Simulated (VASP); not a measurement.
A run of VASP 6.6.1:

INCAR

```
  ALGO = Normal
  EDIFF = 1E-7
  EDIFFG = -0.01
  ENCUT = 600
  GGA = PS
  IBRION = 2
  ISIF = 4
  ISMEAR = 0
  LASPH = True
  LCHARG = False
  LREAL = False
  LWAVE = False
  NELM = 80
  NSW = 50
  PREC = Accurate
  SIGMA = 0.1
```

File KPOINTS:

```
k-points
0
Gamma
  18 18 14
```

Contents of POSCAR:

```
TiB2
1.0
    2.9021404301      0.0000000000      0.0000000000
   -1.4510702151      2.5133273378      0.0000000000
    0.0000000000      0.0000000000      3.0302225115
Ti B
1 2
Direct
    0.0000000000      0.0000000000      0.0000000000
    0.3333333333      0.6666666667      0.5000000000
    0.6666666667      0.3333333333      0.5000000000
```

Potentials or basis: VASP PAW PBE potentials, release 64 (Ti_sv, B).

Launch:

```console
$ cat potpaw_PBE.64/Ti_sv/POTCAR potpaw_PBE.64/B/POTCAR > POTCAR
$ mpirun -np 1 vasp_std > vasp.out
```

Hardware: 1 thread of Intel Xeon 6975P-C, on a shared host.

Problem. Estimate the wall time of this run.

Solution. Wall time 110 s on 1 thread of Intel Xeon 6975P-C, with other jobs on the host, peak memory 0.24 GiB. Counts: scf iterations 27, k points 296, ion steps 3.
